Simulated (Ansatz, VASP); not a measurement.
## C in VASP and in Ansatz

POSCAR

```
C
1.0
    3.5602834153      0.0000000000      0.0000000000
    0.0000000000     -3.5602834153      0.0000000000
    0.0000000000      0.0000000000     -3.5602834153
C
8
Direct
    0.5000000000      0.0000000000      0.0140438258
    0.0000000000      0.5000000000      0.0000000000
    0.0000000000      0.0000000000      0.5000000000
    0.5000000000      0.5000000000      0.5000000000
    0.7500000000      0.7500000000      0.7500000000
    0.2500000000      0.2500000000      0.7500000000
    0.2500000000      0.7500000000      0.2500000000
    0.7500000000      0.2500000000      0.2500000000
```

File INCAR.step1:

```
SYSTEM = C
ALGO = Normal ; EDIFF = 1E-5
ENCUT = 910 ; GGA = PE
GGA_COMPAT = .False. ; ISMEAR = 0
LASPH = .True. ; LCHARG = .False.
LREAL = .False. ; LWAVE = .True.
NBANDS = 26 ; NELM = 120
PREC = Accurate ; SIGMA = 0.05
```

INCAR.step2

```
SYSTEM = C
ALGO = Normal ; EDIFF = 1E-6
ENCUT = 910 ; GGA_COMPAT = .False.
ISIF = 2 ; ISMEAR = 0
ISTART = 1 ; LASPH = .True.
LCHARG = .False. ; LMIXTAU = .True.
LREAL = .False. ; LWAVE = .False.
METAGGA = R2SCAN ; NBANDS = 26
NELM = 120 ; PREC = Accurate
SIGMA = 0.05
```

The input KPOINTS:

```
k-points
0
Gamma
  6 6 6
  0 0 0
```

Input for Ansatz:

```yaml
crystal:
  lattice:
    - [3.5602834153, 0.0, 0.0]
    - [0.0, -3.5602834153, 0.0]
    - [0.0, 0.0, -3.5602834153]
  atoms:
    - { symbol: C, position: [0.5, 0.0, 0.0140438258] }
    - { symbol: C, position: [0.0, 0.5, 0.0] }
    - { symbol: C, position: [0.0, 0.0, 0.5] }
    - { symbol: C, position: [0.5, 0.5, 0.5] }
    - { symbol: C, position: [0.75, 0.75, 0.75] }
    - { symbol: C, position: [0.25, 0.25, 0.75] }
    - { symbol: C, position: [0.25, 0.75, 0.25] }
    - { symbol: C, position: [0.75, 0.25, 0.25] }
basis:
  ecutwfc: 500
kpoints:
  mp_grid: { grid: [6, 6, 6] }
hamiltonian:
  xc: r2scan
scf:
  occupations: { method: gaussian, width: 0.05 }
output:
  forces: true
  stress: true
  eigenvalues: true
```

Alike in both runs: task single point; functional r2SCAN; k mesh 6 × 6 × 6; occupations gaussian, width 0.05 eV; no spin polarisation.

```csv
,VASP,Ansatz
version,VASP 6.6.1,Ansatz 0.2.0
potentials or method,"VASP PAW PBE potentials, release 64 (C_h), cutoff 910 eV","scalar-relativistic, plane waves, PAW"
valence electrons in the cell,32,32
```

VASP gave:

| Property | Result |
| --- | --- |
| gap on the k mesh at the Fermi level (eV) | 4.17 |
| least direct gap on the mesh (eV) | 4.59 |
| rms of the force components (eV/Å) | 0.529 |

Problem. What did Ansatz give for the same quantities?

Solution. gap on the k mesh at the Fermi level (eV): 4.17; least direct gap on the mesh (eV): 4.59; rms of the force components (eV/Å): 0.530.

VASP's potentials were made for PBE, not for r2SCAN. Atom by atom the forces differ by 0.001 eV/Å (rms over components).

Noted on VASP's run: the cutoff is short for stress, so the pressure is rough.
